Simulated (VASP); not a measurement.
# Zn8O9 (a cell with a defect) in VASP: single point with PBEsol

Aim: the single point of Zn8O9 (a cell with a defect) with PBEsol.

All numbers are computed with VASP 6.6.1; they aren't measurements. Logs are shortened: lines on timing, memory, paths and dates and some standing lists are left out, and cuts for length are marked.

## Step 1: The cell of the first run

The cell holds a defect, 17 atoms: a = 6.438 Å, b = 5.575 Å, c = 5.149 Å, α = 90.00°, β = 90.00°, γ = 90.00°.

## Step 2: Single point, PBEsol, collinear spin

The input, INCAR:

```
SYSTEM = Zn8O9
ALGO = Normal
EDIFF = 1E-7
ENCUT = 520
GGA = PS
ISIF = 2
ISMEAR = -1
ISPIN = 2
LASPH = .True.
LCHARG = .False.
LORBIT = 11
LREAL = Auto
LWAVE = .False.
MAGMOM = 0 0 0 0 0 0 0 0 0 0 0 0 0 0 0 0 1
NBANDS = 93
NELM = 150
PREC = Accurate
SIGMA = 0.05
```

The input, KPOINTS:

```
k-points
0
Gamma
  2 2 2
  0 0 0
```

The input, POSCAR:

```
Zn8O9
1.0
   -3.2190000000     -5.5754720000      0.0000000000
    4.8285000000     -2.7877360000      0.0000000000
    0.0000000000      0.0000000000      5.1489000000
Zn O
8 9
Direct
    0.4972037200      0.3418267756      0.0099246845
    0.5002573551      0.6697657494      0.4854299939
    0.2436404116      0.8460726673      0.0019723540
    0.2430838338      0.1467657274      0.5265138194
   -0.0108673678      0.3419846404      0.0101300366
   -0.0124468069      0.6702401389      0.4860583538
    0.7435358849      0.8216889219     -0.0034069513
    0.7431350940      0.1957250131      0.4974238083
    0.4730446854      0.3276786697      0.4052523365
    0.4778419828      0.6792288922      0.8615604869
    0.2439339629      0.8304599302      0.3771187473
    0.2432137074      0.1843599167      0.9044298968
    0.0132684169      0.3280445822      0.4053263272
    0.0092398565      0.6792417596      0.8621397321
    0.7438276007      0.8661187897      0.3921255756
    0.7432953607      0.1434182828      0.8732522011
    0.7429365419      0.5018367628      0.1481307572
```

Potentials or basis: VASP PAW PBE potentials, release 64 (Zn, O).

Launch:

```sh
cat potpaw_PBE.64/Zn/POTCAR potpaw_PBE.64/O/POTCAR > POTCAR
mpirun -np 1 vasp_std > vasp.out
```

OUTCAR:

```text
SYSTEM = Zn8O9
   EDIFF = 1E-7
   ENCUT = 520
   GGA = PS
   ISIF = 2
   ISMEAR = -1
   ISPIN = 2
   LASPH = .True.
   LORBIT = 11
   LREAL = Auto
   NELM = 150
   PREC = Accurate

 ion  position               nearest neighbor table
   1  0.497  0.342  0.010-  12 1.93  17 1.95  10 2.03   9 2.04  16 2.06
   2  0.500  0.670  0.485-  10 1.94  11 1.96   9 1.96  15 1.97
   3  0.244  0.846  0.002-  14 1.91  10 1.91  11 1.93  12 1.95   4 2.97
   4  0.243  0.147  0.527-   9 1.90  13 1.90  11 1.92  12 1.96   3 2.97
   5  0.989  0.342  0.010-  12 1.94  17 1.95  14 2.03  13 2.04  16 2.06
   6  0.988  0.670  0.486-  14 1.94  11 1.96  13 1.96  15 1.97
   7  0.744  0.822  0.997-  16 1.90  17 1.95  14 2.01  10 2.01  15 2.05
   8  0.743  0.196  0.497-  15 1.92   9 1.95  13 1.95  16 1.96  17 2.48
   9  0.473  0.328  0.405-   4 1.90   8 1.95   2 1.96   1 2.04
  10  0.478  0.679  0.862-   3 1.91   2 1.94   7 2.01   1 2.03
  11  0.244  0.830  0.377-   4 1.92   3 1.93   2 1.96   6 1.96
  12  0.243  0.184  0.904-   1 1.93   5 1.94   3 1.95   4 1.96
  13  0.013  0.328  0.405-   4 1.90   8 1.95   6 1.96   5 2.04
  14  0.009  0.679  0.862-   3 1.91   6 1.94   7 2.01   5 2.03
  15  0.744  0.866  0.392-   8 1.92   2 1.97   6 1.97   7 2.05
  16  0.743  0.143  0.873-   7 1.90   8 1.96   5 2.06   1 2.06
  17  0.743  0.502  0.148-   7 1.95   1 1.95   5 1.95   8 2.48

  LATTYP: Found a simple orthorhombic cell.
 ALAT       =     5.1489000000
 B/A-ratio  =     1.0828471445
 C/A-ratio  =     1.2503642312

  Lattice vectors:

 A1 = (   0.0000000000,   0.0000000000,  -5.1489000000)
 A2 = (   4.8285000000,  -2.7877360000,   0.0000000000)
 A3 = (  -3.2190000000,  -5.5754720000,   0.0000000000)

Analysis of symmetry for initial positions (statically):
=====================================================================
 Subroutine PRICEL returns:
 Original cell was already a primitive cell.

 Routine SETGRP: Setting up the symmetry group for a
 simple orthorhombic supercell.

 Subroutine GETGRP returns: Found  1 space group operations
 (whereof  1 operations were pure point group operations)
 out of a pool of  8 trial point group operations.

The static configuration has the point symmetry C_1 .

Analysis of symmetry for dynamics (positions and initial velocities):
=====================================================================
 Subroutine PRICEL returns:
 Original cell was already a primitive cell.

 Routine SETGRP: Setting up the symmetry group for a
 simple orthorhombic supercell.

 Subroutine GETGRP returns: Found  1 space group operations
 (whereof  1 operations were pure point group operations)
 out of a pool of  8 trial point group operations.

The dynamic configuration has the point symmetry C_1 .

Analysis of structural, dynamic, and magnetic symmetry:
=====================================================================
 Subroutine PRICEL returns:
 Original cell was already a primitive cell.

 Routine SETGRP: Setting up the symmetry group for a
 simple orthorhombic supercell.

 Subroutine GETGRP returns: Found  1 space group operations
 (whereof  1 operations were pure point group operations)
 out of a pool of  8 trial point group operations.

The overall configuration has the point symmetry C_1 .

 Subroutine INISYM returns: Found  1 space group operations
 (whereof  1 operations are pure point group operations),
 and found     1 'primitive' translations

----------------------------------------------------------------------------------------

                                     Primitive cell

  volume of cell :     184.8192

  direct lattice vectors                    reciprocal lattice vectors
    -3.219000000 -5.575472000  0.000000000    -0.077663871 -0.134517759  0.000000000
     4.828500000 -2.787736000  0.000000000     0.155327742 -0.089678506  0.000000000
     0.000000000  0.000000000  5.148900000     0.000000000  0.000000000  0.194216240

  length of vectors
     6.438000390  5.575471662  5.148900000     0.155327732  0.179357023  0.194216240

  position of ions in fractional coordinates (direct lattice)
     0.497203720  0.341826776  0.009924684
     0.500257355  0.669765749  0.485429994
     0.243640412  0.846072667  0.001972354
     0.243083834  0.146765727  0.526513819
     0.989132632  0.341984640  0.010130037
     0.987553193  0.670240139  0.486058354
[... 9 lines left out ...]
     0.743295361  0.143418283  0.873252201
[... 64 lines left out ...]
   NGX,Y,Z   is equivalent  to a cutoff of  12.39, 12.52, 12.92 a.u.
   NGXF,Y,Z  is equivalent  to a cutoff of  24.79, 25.05, 25.83 a.u.
 SYSTEM =  Zn8O9
   PREC   = accura    normal or accurate (medium, high low for compatibility)
   ISTART =      0    job   : 0-new  1-cont  2-samecut
   ICHARG =      2    charge: 1-file 2-atom 10-const
   ISPIN  =      2    spin polarized calculation?
   LNONCOLLINEAR =      F non collinear calculations
   LSORBIT =      F    spin-orbit coupling
   LASPH  =      T    aspherical Exc in radial PAW
   ENCUT  =  520.0 eV  38.22 Ry    6.18 a.u.  11.97 10.37  9.57*2*pi/ulx,y,z
   NELM   =    150;   NELMIN=  2; NELMDL= -5     # of ELM steps
   EDIFF  = 0.1E-06   stopping-criterion for ELM
   LREAL  =      T    real-space projection
   EDIFFG = 0.1E-05   stopping-criterion for IOM
   NSW    =      0    number of steps for IOM
   IBRION =     -1    ionic relax: 0-MD 1-quasi-New 2-CG
   NFREE  =      0    steps in history (QN), initial steepest desc. (CG)
   ISIF   =      2    stress and relaxation
   ISYM   =      2    0-nonsym 1-usesym 2-fastsym
   POTIM  = 0.5000    time-step for ionic-motion
   TEBEG  =    0.0;   TEEND  =   0.0 temperature during run
   PSTRESS=    0.0 pullay stress
   NELECT =     150.0000    total number of electrons
   NUPDOWN=      -1.0000    fix difference up-down
   EMIN   =  10.00;   EMAX   =-10.00  energy-range for DOS
   EFERMI =   0.00;   METHOD = LEGACY
   ISMEAR =    -1;   SIGMA  =   0.05  broadening in eV -4-tet -1-fermi 0-gaus
   EFERMI_NEDOS =   21; number of points for ismear=-14 and -15
   IALGO  =     38    algorithm
   IMIX   =      4    mixing-type and parameters
     AMIX     =   0.40;   BMIX     =  1.00
     AMIX_MAG =   1.60;   BMIX_MAG =  1.00
  volume/ion in A,a.u.               =      10.87        73.37
  Fermi-wavevector in a.u.,A,eV,Ry     =   1.527060  2.885726 31.727611  2.331914
  Thomas-Fermi vector in A             =   2.635008
   LORBIT       =     11    0 simple, 1 ext, 2 COOP (PROOUT), +10 PAW based schemes
   GGA     = PS    functional components
   LHFCALC =     F    Hartree Fock is set to
   AEXX    =    0.0000 exact exchange contribution
   IVDW    =     0    specifies the selected vdW correction
   LEPSILON=     F    determine dielectric tensor
   LRPA    =     F    only Hartree local field effects (RPA)
 spin polarized calculation
  energy-cutoff  :      520.00
  volume of cell :      184.82
 maximum number of plane-waves:      5004
 NGX is ok and might be reduce to    48
   NGX = 23   NGY = 21   NGZ = 19

 number of electron     149.9999973 magnetization       1.9501694

 Free energy of the ion-electron system (eV)
  ---------------------------------------------------
  ext. energy  EPLUGINS =         0.00000000
  ---------------------------------------------------
  free energy    TOTEN  =       -79.81849911 eV

  energy without entropy =      -79.78145664  energy(sigma->0) =      -79.79997788

 E-fermi :   1.7184     XC(G=0): -11.6183

 val. band max:        1.6951450740   @ k =   0.5000   0.0000   0.5000
 cond. band min:       1.7438017481   @ k =   0.5000   0.5000   0.0000
 fundamental gap:      0.0486566740
 Fermi energy:         1.7184413434

 spin component 1

 k-point     1 :       0.0000    0.0000    0.0000
  band No.  band energies     occupation
      1     -17.4826      1.00000
      2     -16.3527      1.00000
      3     -16.0703      1.00000
      4     -15.9758      1.00000
      5     -15.9717      1.00000
      6     -15.8481      1.00000
[... 709 lines left out ...]
     86       9.9258      0.00000
     87      10.3288      0.00000
 Fermi energy:         1.7184413434

 spin component 2

 k-point     1 :       0.0000    0.0000    0.0000
  band No.  band energies     occupation
      1     -17.0111      1.00000
      2     -16.1411      1.00000
      3     -15.9673      1.00000
      4     -15.7657      1.00000
      5     -15.7624      1.00000
      6     -15.5719      1.00000
[... 709 lines left out ...]
     86       9.9536      0.00000
     87      10.3811      0.00000
 [bands above 87 left out]

------------------------ aborting loop because EDIFF is reached ----------------------------------------

  FORCE on cell =-STRESS in cart. coord.  units (eV):
  Direction    XX          YY          ZZ          XY          YZ          ZX
  --------------------------------------------------------------------------------------
  -------------------------------------------------------------------------------------
  Total        9.6519139      9.6449812      9.9786582     -0.0502633     -0.0307217      0.0233493
  in kB       83.6713840     83.6112856     86.5038946     -0.4357269     -0.2663232      0.2024121
  external PRESSURE =      84.5955214 kB  Pullay stress =       0.0000000 kB

 VOLUME and BASIS-vectors are now :
 -----------------------------------------------------------------------------
  energy-cutoff  :      520.00
  volume of cell :      184.82
      direct lattice vectors                 reciprocal lattice vectors
    -3.219000000 -5.575472000  0.000000000    -0.077663871 -0.134517759  0.000000000
     4.828500000 -2.787736000  0.000000000     0.155327742 -0.089678506  0.000000000
     0.000000000  0.000000000  5.148900000     0.000000000  0.000000000  0.194216240

 POSITION                                       TOTAL-FORCE (eV/Angst)
 -----------------------------------------------------------------------------------
      0.05001     -3.72507      0.05110        -0.002171      0.040462     -0.022373
      1.62364     -4.65630      2.49943        -0.003517     -0.005551     -0.008236
      3.30098     -3.71704      0.01016         0.009802     -0.005993      0.009637
     -0.07383     -1.76445      2.71097        -0.022156      0.013761      0.022352
     -1.53275     -6.46824      0.05216        -0.040135     -0.021087     -0.020415
      0.05732     -7.37453      2.50267        -0.001876      0.006422     -0.013710
[... 9 lines left out ...]
     -1.70017     -4.54403      4.49629         0.030917     -0.016233      0.004172
      0.03161     -5.54121      0.76271         0.000275     -0.003730      0.065828
 -----------------------------------------------------------------------------------
    total drift:                                0.001801      0.013894     -0.019310

  FREE ENERGIE OF THE ION-ELECTRON SYSTEM (eV)
  ---------------------------------------------------
  free  energy   TOTEN  =       -79.8184991110 eV

  energy  without entropy=      -79.7814566440  energy(sigma->0) =      -79.79997788

 total charge

# of ion       s       p       d       tot
------------------------------------------
    1        0.464   0.516   9.880  10.860
    2        0.467   0.521   9.908  10.896
    3        0.490   0.569   9.916  10.974
    4        0.495   0.575   9.917  10.987
    5        0.464   0.516   9.880  10.860
    6        0.467   0.521   9.908  10.896
[... 9 lines left out ...]
   16        1.557   3.412   0.000   4.969
   17        1.598   3.331   0.000   4.929
--------------------------------------------------
tot         17.824  35.159  79.192 132.174

 magnetization (x)

# of ion       s       p       d       tot
------------------------------------------
    1       -0.008  -0.008   0.070   0.055
    2       -0.003  -0.001   0.017   0.012
    3       -0.003   0.001   0.024   0.022
    4       -0.003   0.010   0.029   0.036
    5       -0.008  -0.007   0.070   0.054
    6       -0.003  -0.001   0.016   0.012
[... 9 lines left out ...]
   16        0.003   0.167   0.000   0.170
   17        0.007   0.595   0.000   0.602
--------------------------------------------------
tot         -0.018   1.452   0.350   1.784
```

Wall time 4.4 min (1 thread of Intel Xeon 6975P-C (Granite Rapids), shared host); peak memory 0.42 GiB.

Results:

* Free energy: -79.8185 eV
* Pressure: 8.5 GPa
* Largest force: 0.066 eV/Å
* Net moment: 1.95 μB per cell
* Site moments: Zn +0.06, +0.01, +0.02, +0.04, +0.05, +0.07, +0.03; O +0.11, +0.14, +0.03, +0.06, +0.12, +0.17, +0.60 μB
* Valence electrons inside the program's atomic spheres: Zn 10.86, 10.90, 10.97, 10.99, 10.91, 10.93; O 5.00, 4.99, 5.01, 4.98, 4.97, 4.93

Forces on the atoms (eV/Å):
```
Zn  -0.002  0.040 -0.022
Zn  -0.004 -0.006 -0.008
Zn   0.010 -0.006  0.010
Zn  -0.022  0.014  0.022
Zn  -0.040 -0.021 -0.020
Zn  -0.002  0.006 -0.014
Zn   0.031 -0.017 -0.011
Zn   0.024 -0.020  0.002
O    0.003 -0.004 -0.020
O   -0.018 -0.003  0.009
O   -0.008  0.012  0.004
O    0.002  0.005 -0.001
O    0.007  0.002 -0.021
O   -0.005  0.016  0.008
O   -0.007  0.001 -0.008
O    0.031 -0.016  0.004
O    0.000 -0.004  0.066
```

Stress tensor (GPa, compression positive):
```
 8.37 -0.04  0.02
-0.04  8.36 -0.03
 0.02 -0.03  8.65
```

Caveat: the k points lie up to 0.61 Å⁻¹ apart; the PAW data sets were made with another functional, which shifts forces and pressure a little.
